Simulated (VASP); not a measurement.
Here is a VASP 6.6.1 calculation.

Contents of INCAR:

```
SYSTEM = BP
ALGO = Normal
EDIFF = 1E-6
ENCUT = 500
GGA = CA
GGA_COMPAT = .FALSE.
ISIF = 2
ISMEAR = 0
LASPH = .TRUE.
LCHARG = .FALSE.
LREAL = .FALSE.
LWAVE = .FALSE.
NBANDS = 11
NELM = 120
PREC = Accurate
SIGMA = 0.01
```

The input KPOINTS:

```
k-points
0
G
  10 10 10
  0 0 0
```

File POSCAR:

```
BP
1.0
    0.0000000000      2.2229228706      2.2558474901
    2.2229228706      0.0000000000      2.2558474901
    2.2229228706      2.2229228706      0.0000000000
B P
1 1
Direct
    0.0000000000      0.0000000000      0.0000000000
    0.2500000000      0.2500000000      0.2500000000
```

Potentials or basis: VASP PAW LDA potentials, release 64 (B, P).

Launch:

```console
$ cat potpaw_LDA.64/B/POTCAR potpaw_LDA.64/P/POTCAR > POTCAR
$ mpirun -np 1 vasp_std > vasp.out
```

Task: What does it give for the band gap on the k mesh?

Result: 1.02 eV (least direct gap 3.38 eV).

Task: What does it give for the pressure?

Result: 2.6 GPa.

Stress tensor (GPa, compression positive):
```
 4.03  0.00  0.00
 0.00  4.03  0.00
 0.00  0.00 -0.14
```

A k mesh can miss the band edges.
